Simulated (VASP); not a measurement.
# CaB3F4 (Im-3m) in VASP: further runs, part 2 of 2

VASP 6.6.1. The steps go on from the part before.

## Step 4: Relaxation of cell and atoms, PBE

Contents of INCAR:

```
ALGO = Normal ; EDIFF = 1E-6
EDIFFG = -0.01 ; ENCUT = 600
GGA = PE ; IBRION = 2
ISIF = 3 ; ISMEAR = 0
LASPH = T ; LCHARG = F
LREAL = F ; LWAVE = F
NELM = 60 ; NSW = 100
PREC = Accurate ; SIGMA = 0.1
```

Contents of KPOINTS:

```
k-points
0
Gamma
  10 10 10
```

Contents of POSCAR:

```
CaB3F4
1.0
   -2.8918202353      2.8918202353      2.8918202353
    2.8918202353     -2.8918202353      2.8918202353
    2.8918202353      2.8918202353     -2.8918202353
Ca B F
1 3 4
Direct
    0.0000000000      0.0000000000      0.0000000000
    0.5000000000      0.5000000000      0.0000000000
    0.5000000000      0.0000000000      0.5000000000
    0.0000000000      0.5000000000      0.5000000000
    0.5000000000      0.5000000000      0.5000000000
    0.0000000000      0.0000000000      0.5000000000
    0.0000000000      0.5000000000      0.0000000000
    0.5000000000      0.0000000000      0.0000000000
```

Potentials or basis: VASP PAW PBE potentials, release 64 (Ca_sv, B, F).

Command:

```bash
$ cat potpaw_PBE.64/Ca_sv/POTCAR potpaw_PBE.64/B/POTCAR potpaw_PBE.64/F/POTCAR > POTCAR
$ mpirun -np 1 vasp_std > vasp.out
```

OUTCAR:

```text
EDIFF = 1E-6
   EDIFFG = -0.01
   ENCUT = 600
   GGA = PE
   IBRION = 2
   ISIF = 3
   ISMEAR = 0
   LASPH = T
   LREAL = F
   NELM = 60
   NSW = 100
   PREC = Accurate

 ion  position               nearest neighbor table
   1  0.000  0.000  0.000-   5 2.50   6 2.50   7 2.50   8 2.50   6 2.50   7 2.50   8 2.50   5 2.50

   2  0.500  0.500  0.000-
   3  0.500  0.000  0.500-
   4  0.000  0.500  0.500-
   5  0.500  0.500  0.500-   1 2.50   1 2.50
   6  0.000  0.000  0.500-   1 2.50   1 2.50
   7  0.000  0.500  0.000-   1 2.50   1 2.50
   8  0.500  0.000  0.000-   1 2.50   1 2.50

  LATTYP: Found a body centered cubic cell.
 ALAT       =     5.7836404706

  Lattice vectors:

 A1 = (  -2.8918202353,   2.8918202353,   2.8918202353)
 A2 = (   2.8918202353,  -2.8918202353,   2.8918202353)
 A3 = (   2.8918202353,   2.8918202353,  -2.8918202353)

Analysis of symmetry for initial positions (statically):
=====================================================================
 Subroutine PRICEL returns:
 Original cell was already a primitive cell.

[... 234 lines left out ...]
 E-fermi :   3.3817     XC(G=0): -10.1489

 val. band max:        3.3806889740   @ k =  -0.3000   0.5000   0.1000
 cond. band min:       3.3971901905   @ k =  -0.4000   0.5000   0.1000
 fundamental gap:      0.0165012165
 Fermi energy:         3.3817178812

 k-point     1 :       0.0000    0.0000    0.0000
  band No.  band energies     occupation
      1     -37.8183      2.00000
      2     -20.7687      2.00000
      3     -20.3214      2.00000
      4     -20.3214      2.00000
      5     -20.3214      2.00000
      6     -18.8579      2.00000
[... 733 lines left out ...]
     27       4.5350      0.00000
     28       4.7937      0.00000

 [... further k-points ...]
[... 5 lines left out ...]
  --------------------------------------------------------------------------------------
  -------------------------------------------------------------------------------------
  Total       -0.0545524     -0.0545524     -0.0545524      0.0000000     -0.0000000     -0.0000000
  in kB       -0.9064038     -0.9064038     -0.9064038      0.0000000     -0.0000000     -0.0000000
  external PRESSURE =      -0.9064038 kB  Pullay stress =       0.0000000 kB

 VOLUME and BASIS-vectors are now :
 -----------------------------------------------------------------------------
  energy-cutoff  :      600.00
  volume of cell :       96.43
      direct lattice vectors                 reciprocal lattice vectors
    -2.888778099  2.888778099  2.888778099     0.000000000  0.173083561  0.173083561
     2.888778099 -2.888778099  2.888778099     0.173083561  0.000000000  0.173083561
     2.888778099  2.888778099 -2.888778099     0.173083561  0.173083561  0.000000000

 POSITION                                       TOTAL-FORCE (eV/Angst)
 -----------------------------------------------------------------------------------
      5.77756      0.00000      0.00000        -0.000000     -0.000000      0.000000
      2.88878      2.88878      0.00000        -0.000000     -0.000000     -0.000000
      0.00000      2.88878      0.00000        -0.000000     -0.000000     -0.000000
      0.00000      2.88878      2.88878         0.000000     -0.000000      0.000000
      1.44439      1.44439      1.44439         0.000000     -0.000000      0.000000
      1.44439      1.44439      4.33317         0.000000      0.000000     -0.000000
      1.44439     -1.44439      1.44439        -0.000000      0.000000      0.000000
      4.33317      1.44439      1.44439        -0.000000     -0.000000     -0.000000
 -----------------------------------------------------------------------------------
    total drift:                               -0.000000     -0.000000      0.000000

  FREE ENERGIE OF THE ION-ELECTRON SYSTEM (eV)
  ---------------------------------------------------
  free  energy   TOTEN  =       -30.4420776273 eV

  energy  without entropy=      -30.4291656133  energy(sigma->0) =      -30.43562162

 reached required accuracy - stopping structural energy minimisation
```

CONTCAR:

```text
CaB3F4
   1.00000000000000
    -2.8887780993043370    2.8887780993043370    2.8887780993043370
     2.8887780993043370   -2.8887780993043370    2.8887780993043370
     2.8887780993043370    2.8887780993043370   -2.8887780993043370
  Ca              B               F
     1     3     4
Direct
     0.0000000000000000    1.0000000000000000    1.0000000000000000
     0.5000000000000000    0.5000000000000000    1.0000000000000000
     0.5000000000000000    0.0000000000000000    0.5000000000000000
     1.0000000000000000    0.5000000000000000    0.5000000000000000
     0.5000000000000000    0.5000000000000000    0.5000000000000000
     1.0000000000000000    1.0000000000000000    0.5000000000000000
     0.0000000000000000    0.5000000000000000    0.0000000000000000
     0.5000000000000000    1.0000000000000000    1.0000000000000000

  0.00000000E+00  0.00000000E+00  0.00000000E+00
  0.00000000E+00  0.00000000E+00  0.00000000E+00
  0.00000000E+00  0.00000000E+00  0.00000000E+00
  0.00000000E+00  0.00000000E+00  0.00000000E+00
  0.00000000E+00  0.00000000E+00  0.00000000E+00
  0.00000000E+00  0.00000000E+00  0.00000000E+00
  0.00000000E+00  0.00000000E+00  0.00000000E+00
  0.00000000E+00  0.00000000E+00  0.00000000E+00
```

Run time: 6.4 min. Hardware: 1 thread of AMD EPYC 7R13 (Zen 3), shared host; peak memory 0.31 GiB.

Results:

- Free energy: -30.4421 eV
- Relaxed volume: 12.05 Å³/atom
- Relaxed cell: a = 5.004 Å, b = 5.004 Å, c = 5.004 Å, α = 109.47°, β = 109.47°, γ = 109.47°
- Space group after relaxing (to 0.05 Å): Im-3m (No. 229)
- Energy gained by relaxing: 0.0 meV/atom
- Ionic steps: 2
- Pressure after relaxing: -0.1 GPa

Step by step:
```csv
step,energy change (eV),largest force (eV/Å),pressure (GPa),volume (Å³)
1,0.0000,0.0000,-0.29,96.73
2,-0.0004,0.0000,-0.09,96.43
```

Final structure:
```xyz
8
Lattice="-2.8888 2.8888 2.8888 2.8888 -2.8888 2.8888 2.8888 2.8888 -2.8888" Properties=species:S:1:pos:R:3 pbc="T T T"
Ca    5.7776    0.0000    0.0000
B     2.8888    2.8888    0.0000
B     0.0000    2.8888    0.0000
B     0.0000    2.8888    2.8888
F     1.4444    1.4444    1.4444
F     1.4444    1.4444    4.3332
F     1.4444   -1.4444    1.4444
F     4.3332    1.4444    1.4444
```

Caveat: an odd number of electrons without spin polarisation forces a metal; a magnetic or distorted state may lie lower.

## Step 5: Summary

| task | spin | cell | k mesh | cutoff (eV) | gap on the mesh (eV) | pressure (GPa) |
| --- | --- | --- | --- | --- | --- | --- |
| single point | collinear, ferromagnetic start | a = 5.009 Å, angles 109.5°, 8 atoms | 4 × 4 × 4 | 520 | none | -0.1 |
| single point | off | a = 5.005 Å, angles 109.5°, 8 atoms | 10 × 10 × 10 | 520 | none | -0.1 |
| relaxation of cell and atoms | off | relaxed from a = 5.009 Å, angles 109.5°, 8 atoms | 10 × 10 × 10 | 600 | none | -0.1 |

Alike in all rows: level PBE; potentials or basis VASP PAW PBE potentials, release 64 (Ca_sv, B, F); smearing gaussian 0.1 eV.

Caveats: some runs use coarse meshes; an odd number of electrons without spin polarisation forces a metal (some runs); a magnetic or distorted state may lie lower (some runs).

Absolute energies hang on the potentials; compare differences alone.
